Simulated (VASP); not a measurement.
Input of a VASP 6.6.1 run:

File POSCAR:

```
SnTe
1.0
    0.0000000000      3.5699155479      3.5699155479
    3.5699155479      0.0000000000      3.5699155479
    3.5699155479      3.5699155479      0.0000000000
Te Sn
1 1
Direct
    0.2500000000      0.2500000000      0.2500000000
    0.0000000000      0.0000000000      0.0000000000
```

INCAR.step1

```
ALGO = Normal ; EDIFF = 1E-4
ENCUT = 520 ; GGA = PE
ISMEAR = -1 ; LASPH = T
LCHARG = F ; LREAL = F
LWAVE = T ; NBANDS = 17
NELM = 100 ; PREC = Accurate
SIGMA = 0.05
```

File INCAR.step2:

```
ALGO = Normal ; EDIFF = 1E-6
ENCUT = 520 ; ISIF = 2
ISMEAR = -1 ; ISTART = 1
IVDW = 12 ; LASPH = T
LCHARG = F ; LMIXTAU = T
LREAL = F ; LWAVE = F
METAGGA = R2SCAN ; NBANDS = 17
NELM = 100 ; PREC = Accurate
SIGMA = 0.05 ; VDW_A1 = 0.49484001
VDW_A2 = 5.73083694 ; VDW_S6 = 1.0
VDW_S8 = 0.78981345
```

The input KPOINTS:

```
k-points
0
Gamma
  7 7 7
```

Potentials or basis: VASP PAW PBE potentials, release 64 (Te, Sn_d).

Command:

```bash
$ cat potpaw_PBE.64/Te/POTCAR potpaw_PBE.64/Sn_d/POTCAR > POTCAR
$ cp INCAR.step1 INCAR
$ mpirun -np 1 vasp_std > vasp.out
$ cp INCAR.step2 INCAR
$ mpirun -np 1 vasp_std > vasp.out
```

**Question.** What does it give for the pressure?

**Answer.** -0.1 GPa.

**Question.** What does it give for the dispersion energy per atom?

**Answer.** -0.141 eV.

Caveat: three body term missing; the PAW data sets were made with another functional, which shifts forces and pressure a little.
